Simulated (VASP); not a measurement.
# La (Im-3m) in VASP: a series of runs

Runs on La. Level: PBE. Tasks: single point.

Everything below comes from runs of VASP 6.6.1. Logs are shortened: lines on timing, memory, paths and dates and some standing lists are left out, and cuts for length are marked.

**1. The cell of the first run**

Symmetry: Im-3m, No. 229, cubic system. The conventional cell has a = 4.142 Å, b = 4.142 Å, c = 4.142 Å, α = 90.00°, β = 90.00°, γ = 90.00°. Within 4.7 Å of La (site symmetry m-3m) lie 14 La at 3.59 to 4.14 Å.

This isn't the form of La at room conditions, which is double hcp.

**2. Single point, PBE**

The input, INCAR:

```
  PREC = Accurate
  ENCUT = 520
  EDIFF = 1E-7
  ISMEAR = -1
  SIGMA = 0.06122561905347299
  LREAL = False
  LASPH = True
  NELM = 80
  ALGO = Normal
  ISIF = 2
  LWAVE = False
  LCHARG = False
  GGA = PE
  NBANDS = 12
```

The input, KPOINTS:

```
Automatic mesh
0
Gamma
  12 12 12
```

The input, POSCAR:

```
La
1.0
   -2.0712438905      2.0712438905      2.0712438905
    2.0712438905     -2.0712438905      2.0712438905
    2.0712438905      2.0712438905     -2.0712438905
La
1
Direct
    0.0000000000      0.0000000000      0.0000000000
```

Potentials or basis: VASP PAW PBE potentials, release 64 (La).

On the command line:

```console
cat potpaw_PBE.64/La/POTCAR > POTCAR
mpirun -np 1 vasp_std > vasp.out
```

OUTCAR:

```text
PREC = Accurate
   ENCUT = 520
   EDIFF = 1E-7
   ISMEAR = -1
   LREAL = False
   LASPH = True
   NELM = 80
   ISIF = 2
   GGA = PE

 ion  position               nearest neighbor table
   1  0.000  0.000  0.000-

  LATTYP: Found a body centered cubic cell.
 ALAT       =     4.1424877810

  Lattice vectors:

 A1 = (  -2.0712438905,   2.0712438905,   2.0712438905)
 A2 = (   2.0712438905,  -2.0712438905,   2.0712438905)
 A3 = (   2.0712438905,   2.0712438905,  -2.0712438905)

Analysis of symmetry for initial positions (statically):
=====================================================================
 Subroutine PRICEL returns:
 Original cell was already a primitive cell.

 Routine SETGRP: Setting up the symmetry group for a
 body centered cubic supercell.

 Subroutine GETGRP returns: Found 48 space group operations
 (whereof 48 operations were pure point group operations)
 out of a pool of 48 trial point group operations.

The static configuration has the point symmetry O_h .

Analysis of symmetry for dynamics (positions and initial velocities):
=====================================================================
 Subroutine PRICEL returns:
 Original cell was already a primitive cell.

 Routine SETGRP: Setting up the symmetry group for a
 body centered cubic supercell.

 Subroutine GETGRP returns: Found 48 space group operations
 (whereof 48 operations were pure point group operations)
 out of a pool of 48 trial point group operations.

The dynamic configuration has the point symmetry O_h .

 Subroutine INISYM returns: Found 48 space group operations
 (whereof 48 operations are pure point group operations),
 and found     1 'primitive' translations

----------------------------------------------------------------------------------------

                                     Primitive cell

  volume of cell :      35.5430

  direct lattice vectors                    reciprocal lattice vectors
    -2.071243890  2.071243890  2.071243890     0.000000000  0.241400833  0.241400833
     2.071243890 -2.071243890  2.071243890     0.241400833  0.000000000  0.241400833
     2.071243890  2.071243890 -2.071243890     0.241400833  0.241400833  0.000000000

  length of vectors
     3.587499653  3.587499653  3.587499653     0.341392332  0.341392332  0.341392332

  position of ions in fractional coordinates (direct lattice)
     0.000000000  0.000000000  0.000000000

  ion indices of the primitive-cell ions
   primitive index   ion index
                 1           1

----------------------------------------------------------------------------------------

 KPOINTS: Automatic mesh

Automatic generation of k-mesh.
 Grid dimensions read from file:
 generate k-points for:   12   12   12

 Generating k-lattice:

  Cartesian coordinates                     Fractional coordinates (reciprocal lattice)
     0.000000000  0.020116736  0.020116736     0.083333333  0.000000000  0.000000000
     0.020116736  0.000000000  0.020116736     0.000000000  0.083333333  0.000000000
     0.020116736  0.020116736  0.000000000     0.000000000  0.000000000  0.083333333

  Length of vectors
     0.028449361  0.028449361  0.028449361

  Shift w.r.t. Gamma in fractional coordinates (k-lattice)
     0.000000000  0.000000000  0.000000000

 Subroutine IBZKPT returns following result:
 ===========================================

 Found     72 irreducible k-points:

 Following reciprocal coordinates:
            Coordinates               Weight
  0.000000  0.000000  0.000000      1.000000
  0.083333  0.000000  0.000000     12.000000
  0.166667  0.000000  0.000000     12.000000
  0.250000  0.000000  0.000000     12.000000
  0.333333  0.000000  0.000000     12.000000
  0.416667  0.000000  0.000000     12.000000
[... 16 lines left out ...]
  0.333333  0.083333  0.083333     24.000000
  0.416667  0.083333  0.083333     12.000000
 [... further k-points ...]
   k-points           NKPTS =     72   k-points in BZ     NKDIM =     72   number of bands    NBANDS=     12
   number of dos      NEDOS =    301   number of ions     NIONS =      1
   total plane-waves  NPLWV =  21952
   dimension x,y,z NGX =    28 NGY =   28 NGZ =   28
   dimension x,y,z NGXF=    56 NGYF=   56 NGZF=   56
   ions per type =               1
   NGX,Y,Z   is equivalent  to a cutoff of  12.98, 12.98, 12.98 a.u.
   NGXF,Y,Z  is equivalent  to a cutoff of  25.95, 25.95, 25.95 a.u.
 SYSTEM =  unknown system
   PREC   = accura    normal or accurate (medium, high low for compatibility)
   ISTART =      0    job   : 0-new  1-cont  2-samecut
   ICHARG =      2    charge: 1-file 2-atom 10-const
   ISPIN  =      1    spin polarized calculation?
   LNONCOLLINEAR =      F non collinear calculations
   LSORBIT =      F    spin-orbit coupling
   LASPH  =      T    aspherical Exc in radial PAW
   ENCUT  =  520.0 eV  38.22 Ry    6.18 a.u.   6.67  6.67  6.67*2*pi/ulx,y,z
   NELM   =     80;   NELMIN=  2; NELMDL= -5     # of ELM steps
   EDIFF  = 0.1E-06   stopping-criterion for ELM
   LREAL  =      F    real-space projection
   EDIFFG = 0.1E-05   stopping-criterion for IOM
   NSW    =      0    number of steps for IOM
   IBRION =     -1    ionic relax: 0-MD 1-quasi-New 2-CG
   NFREE  =      0    steps in history (QN), initial steepest desc. (CG)
   ISIF   =      2    stress and relaxation
   ISYM   =      2    0-nonsym 1-usesym 2-fastsym
   POTIM  = 0.5000    time-step for ionic-motion
   TEBEG  =    0.0;   TEEND  =   0.0 temperature during run
   PSTRESS=    0.0 pullay stress
   NELECT =      11.0000    total number of electrons
   NUPDOWN=      -1.0000    fix difference up-down
   EMIN   =  10.00;   EMAX   =-10.00  energy-range for DOS
   EFERMI =   0.00;   METHOD = LEGACY
   ISMEAR =    -1;   SIGMA  =   0.06  broadening in eV -4-tet -1-fermi 0-gaus
   EFERMI_NEDOS =   21; number of points for ismear=-14 and -15
   IALGO  =     38    algorithm
   IMIX   =      4    mixing-type and parameters
     AMIX     =   0.40;   BMIX     =  1.00
     AMIX_MAG =   1.60;   BMIX_MAG =  1.00
  volume/ion in A,a.u.               =      35.54       239.86
  Fermi-wavevector in a.u.,A,eV,Ry     =   1.107357  2.092602 16.684014  1.226240
  Thomas-Fermi vector in A             =   2.243871
   LORBIT       =      0    0 simple, 1 ext, 2 COOP (PROOUT), +10 PAW based schemes
   GGA     = PE    functional components
   LHFCALC =     F    Hartree Fock is set to
   AEXX    =    0.0000 exact exchange contribution
   IVDW    =     0    specifies the selected vdW correction
   LEPSILON=     F    determine dielectric tensor
   LRPA    =     F    only Hartree local field effects (RPA)
 non-spin polarized calculation
  energy-cutoff  :      520.00
  volume of cell :       35.54
 maximum number of plane-waves:       976
   NGX = 13   NGY = 13   NGZ = 13

 number of electron      11.0000000 magnetization

 Free energy of the ion-electron system (eV)
  ---------------------------------------------------
  ext. energy  EPLUGINS =         0.00000000
  ---------------------------------------------------
  free energy    TOTEN  =        -4.76142524 eV

  energy without entropy =       -4.72424289  energy(sigma->0) =       -4.74283407

 E-fermi :   8.2772     XC(G=0):  -9.7410

 val. band max:        8.2746709333   @ k =   0.2500   0.1667   0.0000
 cond. band min:       8.2836970056   @ k =   0.1667   0.1667   0.0833
 fundamental gap:      0.0090260723
 Fermi energy:         8.2772140738

 k-point     1 :       0.0000    0.0000    0.0000
  band No.  band energies     occupation
      1     -24.5461      2.00000
      2      -7.4386      2.00000
      3      -7.4386      2.00000
      4      -7.4386      2.00000
      5       5.1487      2.00000
      6       9.8142      0.00000
      7       9.8142      0.00000
      8       9.8142      0.00000
      9       9.8552      0.00000
     10       9.8552      0.00000
     11       9.8552      0.00000
     12      10.6666      0.00000

 k-point     2 :       0.0833    0.0000    0.0000
  band No.  band energies     occupation
      1     -24.5300      2.00000
      2      -7.5583      2.00000
      3      -7.4731      2.00000
      4      -7.4402      2.00000
      5       5.3805      2.00000
      6       9.4622      0.00000
      7       9.4623      0.00000
      8       9.8456      0.00000
      9       9.9013      0.00000
     10      10.1104      0.00000
     11      10.1190      0.00000
     12      10.6480      0.00000

 k-point     3 :       0.1667    0.0000    0.0000
  band No.  band energies     occupation
      1     -24.4857      2.00000
      2      -7.8713      2.00000
      3      -7.5659      2.00000
      4      -7.4446      2.00000
      5       5.9687      2.00000
      6       9.0461      0.00001
      7       9.0606      0.00001
      8       9.8269      0.00000
      9      10.0536      0.00000
     10      10.2607      0.00000
     11      10.3085      0.00000
     12      10.5968      0.00000
[... 286 lines left out ...]
 k-point    23 :       0.3333    0.0833    0.0833
  band No.  band energies     occupation
      1     -24.3079      2.00000
      2      -8.8346      2.00000
      3      -7.9633      2.00000
      4      -7.5703      2.00000
      5       6.9705      2.00000
      6       8.1014      1.89282
      7       9.7291      0.00000
      8      10.0049      0.00000
      9      10.2463      0.00000
     10      10.4598      0.00000
     11      10.4889      0.00000
     12      10.6232      0.00000

 k-point    24 :       0.4167    0.0833    0.0833
  band No.  band energies     occupation
      1     -24.2926      2.00000
      2      -8.9002      2.00000
      3      -8.0106      2.00000
      4      -7.5749      2.00000
      5       6.8963      2.00000
      6       8.0548      1.94848
      7       9.9590      0.00000
      8      10.0056      0.00000
      9      10.2407      0.00000
     10      10.5169      0.00000
     11      10.5257      0.00000
     12      10.6047      0.00000

 [... further k-points ...]

------------------------ aborting loop because EDIFF is reached ----------------------------------------

  FORCE on cell =-STRESS in cart. coord.  units (eV):
  Direction    XX          YY          ZZ          XY          YZ          ZX
  --------------------------------------------------------------------------------------
  -------------------------------------------------------------------------------------
  Total        0.4218807      0.4218807      0.4218807      0.0000000      0.0000000      0.0000000
  in kB       19.0171958     19.0171958     19.0171958      0.0000000      0.0000000      0.0000000
  external PRESSURE =      19.0171958 kB  Pullay stress =       0.0000000 kB

 VOLUME and BASIS-vectors are now :
 -----------------------------------------------------------------------------
  energy-cutoff  :      520.00
  volume of cell :       35.54
      direct lattice vectors                 reciprocal lattice vectors
    -2.071243890  2.071243890  2.071243890     0.000000000  0.241400833  0.241400833
     2.071243890 -2.071243890  2.071243890     0.241400833  0.000000000  0.241400833
     2.071243890  2.071243890 -2.071243890     0.241400833  0.241400833  0.000000000

 POSITION                                       TOTAL-FORCE (eV/Angst)
 -----------------------------------------------------------------------------------
      0.00000      0.00000      0.00000        -0.000000      0.000000     -0.000000
 -----------------------------------------------------------------------------------
    total drift:                                0.000000      0.000000     -0.000000

  FREE ENERGIE OF THE ION-ELECTRON SYSTEM (eV)
  ---------------------------------------------------
  free  energy   TOTEN  =        -4.7614252406 eV

  energy  without entropy=       -4.7242428912  energy(sigma->0) =       -4.74283407
```

It took 18 s on 1 thread of Intel Xeon 6975P-C (Granite Rapids), shared host; peak memory 0.19 GiB.

Results:

| Quantity | Value |
| --- | --- |
| Free energy | -4.7614 eV |
| Pressure | 1.9 GPa |
| Band gap on the k mesh | zero (an odd number of electrons rules out a gap without spin polarisation) |

Caveat: spin-orbit coupling is left out, which moves the levels of the heavy elements.

**3. Single point, PBE**

This run uses another cell than the first one, of 36.30 Å³/atom.

The input, INCAR:

```
ALGO = Normal ; EDIFF = 1E-6
ENCUT = 520 ; GGA = PE
ISIF = 2 ; ISMEAR = -1
LASPH = T ; LCHARG = F
LREAL = F ; LWAVE = F
NBANDS = 12 ; NELM = 80
PREC = Accurate ; SIGMA = 0.06122561905347299
```

The input, KPOINTS:

```
k-points
0
Gamma
  12 12 12
```

The input, POSCAR:

```
La
1.0
   -2.0858305957      2.0858305957      2.0858305957
    2.0858305957     -2.0858305957      2.0858305957
    2.0858305957      2.0858305957     -2.0858305957
La
1
Direct
    0.0000000000      0.0000000000      0.0000000000
```

Potentials or basis: VASP PAW PBE potentials, release 64 (La).

On the command line:

```console
cat potpaw_PBE.64/La/POTCAR > POTCAR
mpirun -np 1 vasp_std > vasp.out
```

OUTCAR:

```text
EDIFF = 1E-6
   ENCUT = 520
   GGA = PE
   ISIF = 2
   ISMEAR = -1
   LASPH = T
   LREAL = F
   NELM = 80
   PREC = Accurate

 ion  position               nearest neighbor table
   1  0.000  0.000  0.000-

  LATTYP: Found a body centered cubic cell.
 ALAT       =     4.1716611914

  Lattice vectors:

 A1 = (  -2.0858305957,   2.0858305957,   2.0858305957)
 A2 = (   2.0858305957,  -2.0858305957,   2.0858305957)
[... 537 lines left out ...]
     11      10.2643      0.00000
     12      10.3378      0.00000

 [... further k-points ...]

------------------------ aborting loop because EDIFF is reached ----------------------------------------

  FORCE on cell =-STRESS in cart. coord.  units (eV):
  Direction    XX          YY          ZZ          XY          YZ          ZX
  --------------------------------------------------------------------------------------
  -------------------------------------------------------------------------------------
  Total        0.2832954      0.2832954      0.2832954      0.0000000      0.0000000     -0.0000000
  in kB       12.5041178     12.5041178     12.5041178      0.0000000      0.0000000     -0.0000000
  external PRESSURE =      12.5041178 kB  Pullay stress =       0.0000000 kB

 VOLUME and BASIS-vectors are now :
 -----------------------------------------------------------------------------
  energy-cutoff  :      520.00
  volume of cell :       36.30
      direct lattice vectors                 reciprocal lattice vectors
    -2.085830596  2.085830596  2.085830596     0.000000000  0.239712660  0.239712660
     2.085830596 -2.085830596  2.085830596     0.239712660  0.000000000  0.239712660
     2.085830596  2.085830596 -2.085830596     0.239712660  0.239712660  0.000000000

 POSITION                                       TOTAL-FORCE (eV/Angst)
 -----------------------------------------------------------------------------------
      0.00000      0.00000      0.00000         0.000000     -0.000000      0.000000
 -----------------------------------------------------------------------------------
    total drift:                               -0.000000      0.000000      0.000000

  FREE ENERGIE OF THE ION-ELECTRON SYSTEM (eV)
  ---------------------------------------------------
  free  energy   TOTEN  =        -4.7690638113 eV

  energy  without entropy=       -4.7317340220  energy(sigma->0) =       -4.75039892
```

stdout:

```text
POSCAR found type information on POSCAR La
 POSCAR found :  1 types and       1 ions
 scaLAPACK will be used
 LDA part: xc-table for (Slater+PW92), standard interpolation
 POSCAR, INCAR and KPOINTS ok, starting setup
 FFT: planning ... GRIDC
 FFT: planning ... GRID_SOFT
 FFT: planning ... GRID
 WAVECAR not read
 entering main loop
```

Wall time 18 s (1 thread of Intel Xeon 6975P-C (Granite Rapids), shared host); peak memory 0.19 GiB.

Results:

```yaml
Free_energy: -4.7691 eV
Pressure: 1.3 GPa
Band_gap_on_the_k_mesh: zero (an odd number of electrons rules out a gap without spin polarisation)
```

Caveat: spin-orbit coupling is left out, which moves the levels of the heavy elements.

(Part 1 of 2 ends here.)

The gap in the log of VASP goes by the Fermi energy; the results here count the filled bands.